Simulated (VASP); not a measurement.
# Al3InAs4 (Amm2) in VASP: notebook

Runs on Al3InAs4. Level: PBE. Tasks: single point.

All numbers are computed with VASP 6.6.1; they aren't measurements. Logs are shortened: lines on timing, memory, paths and dates and some standing lists are left out, and cuts for length are marked.

**1. The cell of the first run**

Symmetry: Amm2, No. 38, orthorhombic system. The conventional cell has a = 4.000 Å, b = 8.008 Å, c = 11.309 Å, α = 90.00°, β = 90.00°, γ = 90.00°. Within 3.2 Å of Al (site symmetry mm2) lie 4 As at 2.42 to 2.44 Å. Al (site symmetry m) has 4 As at 2.39 to 2.44 Å within 3.2 Å. Within 3.4 Å of In (site symmetry mm2) lie 4 As at 2.54 to 2.56 Å. As (site symmetry m) has 3 Al at 2.41 to 2.42 Å and 1 In at 2.56 Å within 3.2 Å. As (site symmetry mm2) has 2 Al at 2.39 Å and 2 In at 2.54 Å within 3.2 Å. Within 3.2 Å of As (site symmetry mm2) lie 4 Al at 2.44 Å.

**2. Single point, PBE (22.64 Å³/atom)**

Contents of INCAR:

```
SYSTEM = Al3InAs4
PREC = Accurate ; ENCUT = 520
EDIFF = 1E-6 ; ISMEAR = 0
SIGMA = 0.02 ; LREAL = .FALSE.
LASPH = .TRUE. ; NELM = 80
ALGO = Normal ; ISIF = 2
LWAVE = .FALSE. ; LCHARG = .TRUE.
GGA = PE ; LELF = .TRUE.
LVHAR = .TRUE. ; NBANDS = 31
```

Contents of KPOINTS:

```
regular mesh
0
G
  8 4 4
  0 0 0
```

Contents of POSCAR:

```
Al3InAs4
1.0
    3.9996617979      0.0000000000      0.0000000000
    0.0000000000      4.0039570410      5.6542886311
    0.0000000000     -4.0039570410      5.6542886311
Al In As
3 1 4
Direct
    0.0000000000     -0.0006368357     -0.0006368357
    0.5000000000      0.5018576471      0.9979165443
    0.5000000000      0.9979165443      0.5018576471
    0.0000000000      0.5013368796      0.5013368796
    0.0000000000      0.8924728824      0.3690188482
    0.5000000000      0.3628306025      0.3628306025
    0.0000000000      0.3690188482      0.8924728824
    0.5000000000      0.8752044316      0.8752044316
```

Potentials or basis: VASP PAW PBE potentials, release 64 (Al, In_d, As).

On the command line:

```
$ cat potpaw_PBE.64/Al/POTCAR potpaw_PBE.64/In_d/POTCAR potpaw_PBE.64/As/POTCAR > POTCAR
$ mpirun -np 1 vasp_std > vasp.out
```

OUTCAR:

```text
SYSTEM = Al3InAs4
   PREC = Accurate
   ENCUT = 520
   EDIFF = 1E-6
   ISMEAR = 0
   LREAL = .FALSE.
   LASPH = .TRUE.
   NELM = 80
   ISIF = 2
   GGA = PE

 ion  position               nearest neighbor table
   1  0.000  0.999  0.999-   5 2.42   7 2.42   8 2.44   8 2.44
   2  0.500  0.502  0.998-   6 2.39   7 2.41   7 2.41   8 2.44
   3  0.500  0.998  0.502-   6 2.39   5 2.41   5 2.41   8 2.44
   4  0.000  0.501  0.501-   6 2.54   6 2.54   7 2.56   5 2.56
   5  0.000  0.892  0.369-   3 2.41   3 2.41   1 2.42   4 2.56
   6  0.500  0.363  0.363-   2 2.39   3 2.39   4 2.54   4 2.54
   7  0.000  0.369  0.892-   2 2.41   2 2.41   1 2.42   4 2.56
   8  0.500  0.875  0.875-   2 2.44   3 2.44   1 2.44   1 2.44

  LATTYP: Found a base centered orthorhombic cell.
 ALAT       =     8.0079140820
 B/A-ratio  =     1.4121751490
 C/A-ratio  =     0.4994636252

  Lattice vectors:

 A1 = (   0.0000000000,   4.0039570410,  -5.6542886311)
 A2 = (   0.0000000000,   4.0039570410,   5.6542886311)
 A3 = (   3.9996617979,   0.0000000000,   0.0000000000)

Analysis of symmetry for initial positions (statically):
=====================================================================
 Subroutine PRICEL returns:
 Original cell was already a primitive cell.

 Routine SETGRP: Setting up the symmetry group for a
 base centered orthorhombic supercell.

 Subroutine GETGRP returns: Found  4 space group operations
 (whereof  4 operations were pure point group operations)
 out of a pool of  8 trial point group operations.

The static configuration has the point symmetry C_2v.

Analysis of symmetry for dynamics (positions and initial velocities):
=====================================================================
 Subroutine PRICEL returns:
 Original cell was already a primitive cell.

 Routine SETGRP: Setting up the symmetry group for a
 base centered orthorhombic supercell.

 Subroutine GETGRP returns: Found  4 space group operations
 (whereof  4 operations were pure point group operations)
 out of a pool of  8 trial point group operations.

The dynamic configuration has the point symmetry C_2v.

 Subroutine INISYM returns: Found  4 space group operations
 (whereof  4 operations are pure point group operations),
 and found     1 'primitive' translations

----------------------------------------------------------------------------------------

                                     Primitive cell

[... 102 lines left out ...]
   EDIFF  = 0.1E-05   stopping-criterion for ELM
   LREAL  =      F    real-space projection
   EDIFFG = 0.1E-04   stopping-criterion for IOM
   NSW    =      0    number of steps for IOM
   IBRION =     -1    ionic relax: 0-MD 1-quasi-New 2-CG
   NFREE  =      0    steps in history (QN), initial steepest desc. (CG)
   ISIF   =      2    stress and relaxation
   ISYM   =      2    0-nonsym 1-usesym 2-fastsym
   POTIM  = 0.5000    time-step for ionic-motion
   TEBEG  =    0.0;   TEEND  =   0.0 temperature during run
   PSTRESS=    0.0 pullay stress
   NELECT =      42.0000    total number of electrons
   NUPDOWN=      -1.0000    fix difference up-down
   EMIN   =  10.00;   EMAX   =-10.00  energy-range for DOS
   EFERMI =   0.00;   METHOD = LEGACY
   ISMEAR =     0;   SIGMA  =   0.02  broadening in eV -4-tet -1-fermi 0-gaus
   EFERMI_NEDOS =   21; number of points for ismear=-14 and -15
   IALGO  =     38    algorithm
   IMIX   =      4    mixing-type and parameters
     AMIX     =   0.40;   BMIX     =  1.00
     AMIX_MAG =   1.60;   BMIX_MAG =  1.00
  volume/ion in A,a.u.               =      22.64       152.77
  Fermi-wavevector in a.u.,A,eV,Ry     =   1.005814  1.900713 13.764497  1.011662
  Thomas-Fermi vector in A             =   2.138517
   LORBIT       =      0    0 simple, 1 ext, 2 COOP (PROOUT), +10 PAW based schemes
   GGA     = PE    functional components
   LHFCALC =     F    Hartree Fock is set to
   AEXX    =    0.0000 exact exchange contribution
   IVDW    =     0    specifies the selected vdW correction
   LEPSILON=     F    determine dielectric tensor
   LRPA    =     F    only Hartree local field effects (RPA)
 non-spin polarized calculation
 Gauss-broadening in eV      SIGMA  =   0.02
  energy-cutoff  :      520.00
  volume of cell :      181.10
 maximum number of plane-waves:      4908
 NGX is ok and might be reduce to    30
   NGX = 15   NGY = 25   NGZ = 25

 number of electron      42.0000002 magnetization

 Free energy of the ion-electron system (eV)
  ---------------------------------------------------
  ext. energy  EPLUGINS =         0.00000000
  ---------------------------------------------------
  free energy    TOTEN  =       -35.35482057 eV

  energy without entropy =      -35.35482057  energy(sigma->0) =      -35.35482057

 E-fermi :   4.9130     XC(G=0):  -9.2913

 val. band max:        4.7725357072   @ k =   0.0000   0.0000   0.0000
 cond. band min:       5.8583164629   @ k =   0.5000   0.5000   0.5000
 fundamental gap:      1.0857807558
 Fermi energy:         4.9129752456

 k-point     1 :       0.0000    0.0000    0.0000
  band No.  band energies     occupation
      1      -9.6151      2.00000
      2      -9.5607      2.00000
      3      -9.4786      2.00000
      4      -9.3886      2.00000
      5      -9.3675      2.00000
      6      -7.6185      2.00000
[... 805 lines left out ...]
     30       9.9254      0.00000
     31      10.4249      0.00000

 [... further k-points ...]
[... 5 lines left out ...]
  --------------------------------------------------------------------------------------
  -------------------------------------------------------------------------------------
  Total        8.3173854      8.3255995      8.3176433      0.0000000      0.0000000      0.0000000
  in kB       73.5828761     73.6555455     73.5851580      0.0000000      0.0000000      0.0000000
  external PRESSURE =      73.6078599 kB  Pullay stress =       0.0000000 kB

 VOLUME and BASIS-vectors are now :
 -----------------------------------------------------------------------------
  energy-cutoff  :      520.00
  volume of cell :      181.10
      direct lattice vectors                 reciprocal lattice vectors
     3.999661798  0.000000000  0.000000000     0.250021139  0.000000000  0.000000000
     0.000000000  4.003957041  5.654288631     0.000000000  0.124876465  0.088428454
     0.000000000 -4.003957041  5.654288631     0.000000000 -0.124876465  0.088428454

 POSITION                                       TOTAL-FORCE (eV/Angst)
 -----------------------------------------------------------------------------------
      0.00000      0.00000     11.30138         0.000000      0.000000     -0.001014
      1.99983     -1.98620      8.48016         0.000000      0.003776     -0.000846
      1.99983      1.98620      8.48016         0.000000     -0.003776     -0.000846
      0.00000      0.00000      5.66941         0.000000      0.000000     -0.001269
      0.00000      2.09589      7.13284         0.000000     -0.003919     -0.001773
      1.99983      0.00000      4.10310         0.000000      0.000000      0.008100
      0.00000     -2.09589      7.13284         0.000000      0.003919     -0.001773
      1.99983      0.00000      9.89732         0.000000      0.000000     -0.000579
 -----------------------------------------------------------------------------------
    total drift:                                0.000000      0.000000      0.000528

  FREE ENERGIE OF THE ION-ELECTRON SYSTEM (eV)
  ---------------------------------------------------
  free  energy   TOTEN  =       -35.3548205734 eV

  energy  without entropy=      -35.3548205734  energy(sigma->0) =      -35.35482057
```

Wall time 6.6 min (1 thread of Intel Xeon 8259CL, shared host); peak memory 0.4 GiB.

Results:

```yaml
Free_energy: -35.3548 eV
Pressure: 7.4 GPa
Largest_force: 0.008 eV/Å
Band_gap_on_the_k_mesh: 1.09 eV (least direct gap 1.19 eV)
```

Forces in eV/Å, atoms in the order of the input:
```
Al   0.000  0.000 -0.001
Al   0.000  0.004 -0.001
Al   0.000 -0.004 -0.001
In   0.000  0.000 -0.001
As   0.000 -0.004 -0.002
As   0.000  0.000  0.008
As   0.000  0.004 -0.002
As   0.000  0.000 -0.001
```

Caveat: the cell stands under pressure; spin-orbit coupling is left out, which moves the levels of the heavy elements. A k mesh can miss the band edges.

**3. Single point, PBE (23.38 Å³/atom)**

This run uses another cell than the first one, of 23.38 Å³/atom.

Contents of INCAR:

```
SYSTEM = Al3InAs4
PREC = Accurate
ENCUT = 520
EDIFF = 1E-6
ISMEAR = 0
SIGMA = 0.02
LREAL = .False.
LASPH = .True.
NELM = 100
ALGO = Normal
ISIF = 2
LWAVE = .False.
LCHARG = .False.
GGA = PE
NBANDS = 31
```

Contents of KPOINTS:

```
Automatic mesh
0
Gamma
  8 4 4
  0 0 0
```

Contents of POSCAR:

```
Al3InAs4
1.0
    4.0427656752      0.0000000000      0.0000000000
    0.0000000000      4.0466095314      5.7175141029
    0.0000000000     -4.0466095314      5.7175141029
Al In As
3 1 4
Direct
    0.0000000000     -0.0004326030     -0.0004326030
    0.5000000000      0.5013548136      0.9984115363
    0.5000000000      0.9984115363      0.5013548136
    0.0000000000      0.5011362469      0.5011362469
    0.0000000000      0.8919986880      0.3692620857
    0.5000000000      0.3631485395      0.3631485395
    0.0000000000      0.3692620857      0.8919986880
    0.5000000000      0.8751216930      0.8751216930
```

Potentials or basis: VASP PAW PBE potentials, release 64 (Al, In_d, As).

On the command line:

```
$ cat potpaw_PBE.64/Al/POTCAR potpaw_PBE.64/In_d/POTCAR potpaw_PBE.64/As/POTCAR > POTCAR
$ mpirun -np 1 vasp_std > vasp.out
```

OUTCAR:

```text
SYSTEM = Al3InAs4
   PREC = Accurate
   ENCUT = 520
   EDIFF = 1E-6
   ISMEAR = 0
   LREAL = .False.
   LASPH = .True.
   NELM = 100
   ISIF = 2
   GGA = PE

 ion  position               nearest neighbor table
   1  0.000  1.000  1.000-   5 2.44   7 2.44   8 2.47   8 2.47
   2  0.500  0.501  0.998-   6 2.41   7 2.44   7 2.44   8 2.47
   3  0.500  0.998  0.501-   6 2.41   5 2.44   5 2.44   8 2.47
   4  0.000  0.501  0.501-   6 2.56   6 2.56   7 2.58   5 2.58
   5  0.000  0.892  0.369-   3 2.44   3 2.44   1 2.44   4 2.58
   6  0.500  0.363  0.363-   2 2.41   3 2.41   4 2.56   4 2.56
   7  0.000  0.369  0.892-   2 2.44   2 2.44   1 2.44   4 2.58
   8  0.500  0.875  0.875-   2 2.47   3 2.47   1 2.47   1 2.47

  LATTYP: Found a base centered orthorhombic cell.
[... 1028 lines left out ...]
  in kB       45.4209392     45.5075605     45.4440839      0.0000000      0.0000000      0.0000000
  external PRESSURE =      45.4575279 kB  Pullay stress =       0.0000000 kB

 VOLUME and BASIS-vectors are now :
 -----------------------------------------------------------------------------
  energy-cutoff  :      520.00
  volume of cell :      187.07
      direct lattice vectors                 reciprocal lattice vectors
     4.042765675  0.000000000  0.000000000     0.247355420  0.000000000  0.000000000
     0.000000000  4.046609531  5.717514103     0.000000000  0.123560229  0.087450593
     0.000000000 -4.046609531  5.717514103     0.000000000 -0.123560229  0.087450593

 POSITION                                       TOTAL-FORCE (eV/Angst)
 -----------------------------------------------------------------------------------
      0.00000      0.00000     11.43008         0.000000      0.000000     -0.001384
      2.02138     -2.01139      8.57494         0.000000      0.003687     -0.000860
      2.02138      2.01139      8.57494         0.000000     -0.003687     -0.000860
      0.00000      0.00000      5.73051         0.000000      0.000000     -0.001005
      0.00000      2.11531      7.21128         0.000000     -0.003277     -0.001568
      2.02138      0.00000      4.15261         0.000000      0.000000      0.007853
      0.00000     -2.11531      7.21128         0.000000      0.003277     -0.001568
      2.02138      0.00000     10.00704         0.000000      0.000000     -0.000608
 -----------------------------------------------------------------------------------
    total drift:                                0.000000      0.000000      0.000556

  FREE ENERGIE OF THE ION-ELECTRON SYSTEM (eV)
  ---------------------------------------------------
  free  energy   TOTEN  =       -35.5758803132 eV

  energy  without entropy=      -35.5758803132  energy(sigma->0) =      -35.57588031
```

OSZICAR:

```text
N       E                     dE             d eps       ncg     rms          rms(c)
DAV:   1     0.253736733018E+03    0.25374E+03   -0.16528E+04  2170   0.120E+03
DAV:   2    -0.631070884431E+01   -0.26005E+03   -0.24512E+03  2292   0.272E+02
DAV:   3    -0.354374763419E+02   -0.29127E+02   -0.28470E+02  2764   0.940E+01
DAV:   4    -0.365533963610E+02   -0.11159E+01   -0.11130E+01  2657   0.192E+01
DAV:   5    -0.365966243640E+02   -0.43228E-01   -0.43222E-01  3280   0.400E+00    0.763E+00
DAV:   6    -0.356987821376E+02    0.89784E+00   -0.14168E+00  3335   0.120E+01    0.464E+00
DAV:   7    -0.355751462191E+02    0.12364E+00   -0.86322E-01  3162   0.441E+00    0.125E+00
DAV:   8    -0.355724595306E+02    0.26867E-02   -0.59815E-02  3022   0.201E+00    0.833E-01
DAV:   9    -0.355754421476E+02   -0.29826E-02   -0.80943E-03  2565   0.566E-01    0.173E-01
DAV:  10    -0.355756678136E+02   -0.22567E-03   -0.51479E-04  3229   0.135E-01    0.133E-01
DAV:  11    -0.355758735118E+02   -0.20570E-03   -0.29335E-04  2527   0.915E-02    0.577E-02
DAV:  12    -0.355758794648E+02   -0.59530E-05   -0.29734E-05  3072   0.465E-02    0.384E-02
DAV:  13    -0.355758803132E+02   -0.84840E-06   -0.19937E-06  2302   0.867E-03
   1 F= -.35575880E+02 E0= -.35575880E+02  d E =-.826183E-16
```

It took 6.2 min on 1 thread of Intel Xeon 8259CL, shared host; peak memory 0.4 GiB.

What came out:

* Free energy: -35.5759 eV
* Pressure: 4.5 GPa
* Largest force: 0.008 eV/Å
* Band gap on the k mesh: 1.15 eV (least direct gap 1.23 eV)

Forces in eV/Å, atoms in the order of the input:
```
Al   0.000  0.000 -0.001
Al   0.000  0.004 -0.001
Al   0.000 -0.004 -0.001
In   0.000  0.000 -0.001
As   0.000 -0.003 -0.002
As   0.000  0.000  0.008
As   0.000  0.003 -0.002
As   0.000  0.000 -0.001
```

Levels at points of the mesh, in eV from the valence-band top:
```csv
k point,band 18,band 19,band 20,band 21,band 22,band 23,band 24,band 25
"(0.00, 0.00, 0.00)",-1.00,-0.22,-0.17,0.00,1.23,1.38,1.70,1.83
"(0.50, 0.00, 0.00)",-3.11,-2.91,-1.33,-0.97,2.85,3.21,4.12,4.13
"(0.00, 0.50, 0.00)",-0.94,-0.93,-0.49,-0.35,2.01,2.11,2.21,2.59
"(0.50, 0.50, 0.00)",-2.03,-2.02,-1.80,-1.56,2.08,2.11,2.34,2.65
"(0.00, 0.50, 0.50)",-1.61,-1.37,-1.33,-0.75,2.16,2.31,2.85,3.13
"(0.50, 0.50, 0.50)",-1.30,-1.08,-0.96,-0.85,1.15,1.26,1.50,1.81
```

Caveat: the cell stands under pressure; spin-orbit coupling is left out, which moves the levels of the heavy elements. A k mesh can miss the band edges.
